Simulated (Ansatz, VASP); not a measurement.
# Two plane-wave programs on SnO2

Contents of INCAR:

```
SYSTEM = SnO2
ALGO     = Normal         ! electronic algorithm
EDIFF    = 1E-7           ! SCF threshold, eV
ENCUT    = 520            ! plane-wave cutoff, eV
GGA      = PE             ! functional
ISIF     = 2              ! what is computed and relaxed
ISMEAR   = 0              ! smearing method
IVDW     = 12             ! dispersion correction
LASPH    = .True.         ! aspherical terms in the spheres
LCHARG   = .False.        ! write CHGCAR
LREAL    = .False.        ! projectors in reciprocal space
LWAVE    = .False.        ! write WAVECAR
NBANDS   = 49             ! bands
NELM     = 60             ! most SCF steps
PREC     = Accurate       ! precision mode
SIGMA    = 0.05           ! smearing width, eV
```

File KPOINTS:

```
k-points
0
Gamma
  9 9 2
  0 0 0
```

The input POSCAR:

```
SnO2
1.0
   -3.2372529198      0.0000000000      0.0000000000
   -1.6186264599     -2.8035432670      0.0000000000
    0.0000000000      0.0000000000     12.6254773976
Sn O
3 6
Direct
    0.6666666667      0.6666666667      0.5098836190
    1.0000000000      0.0000000000      0.1699498752
    0.3333333333      0.3333333333      0.8498173628
    0.6666666667      0.6666666667      0.2484066022
    1.0000000000      0.0000000000      0.9282740898
    0.3333333333      0.3333333333      0.5883403460
    0.6666666667      0.6666666667      0.7713606359
    1.0000000000      0.0000000000      0.4314268921
    0.3333333333      0.3333333333      0.0914931483
```

Input for Ansatz:

```yaml
crystal:
  lattice:
    - [-3.2372529198, 0.0, 0.0]
    - [-1.6186264599, -2.803543267, 0.0]
    - [0.0, 0.0, 12.6254773976]
  atoms:
    - { symbol: Sn, position: [0.6666666667, 0.6666666667, 0.509883619] }
    - { symbol: Sn, position: [1.0, 0.0, 0.1699498752] }
    - { symbol: Sn, position: [0.3333333333, 0.3333333333, 0.8498173628] }
    - { symbol: O, position: [0.6666666667, 0.6666666667, 0.2484066022] }
    - { symbol: O, position: [1.0, 0.0, 0.9282740898] }
    - { symbol: O, position: [0.3333333333, 0.3333333333, 0.588340346] }
    - { symbol: O, position: [0.6666666667, 0.6666666667, 0.7713606359] }
    - { symbol: O, position: [1.0, 0.0, 0.4314268921] }
    - { symbol: O, position: [0.3333333333, 0.3333333333, 0.0914931483] }
basis:
  ecutwfc: 520.0
kpoints:
  mp_grid: { grid: [9, 9, 2] }
hamiltonian:
  xc: pbe
  pseudopotentials: { kind: paw, azcp: { folder: soft_1 } }
  dispersion: d3bj
scf:
  occupations: { method: gaussian, width: 0.05 }
output:
  forces: true
  stress: true
  eigenvalues: true
```

Alike in both runs: task single point; functional PBE; dispersion D3(BJ); k mesh 9 × 9 × 2; occupations gaussian, width 0.05 eV; no spin polarisation.

|  | VASP | Ansatz |
| --- | --- | --- |
| version | VASP 6.6.1 | Ansatz 0.2.0 |
| potentials or method | VASP PAW PBE potentials, release 64 (Sn_d, O), cutoff 520 eV | scalar-relativistic, plane waves, PAW |
| valence electrons in the cell | 78 | 78 |

|  | VASP | Ansatz | Ansatz less VASP |
| --- | --- | --- | --- |
| gap on the k mesh at the Fermi level (eV) | 1.47 | 1.49 | +0.020 |
| least direct gap on the mesh (eV) | 1.47 | 1.49 | +0.020 |
| pressure (GPa) | 1.3 | 0.6 | -0.70 |
| traceless stress, the component that is largest in VASP (GPa) | -0.52 | -0.06 | +0.462 |
| rms of the force components (eV/Å) | 0.060 | 0.071 | +0.0112 |

Atom by atom the forces differ by 0.027 eV/Å (rms over components).
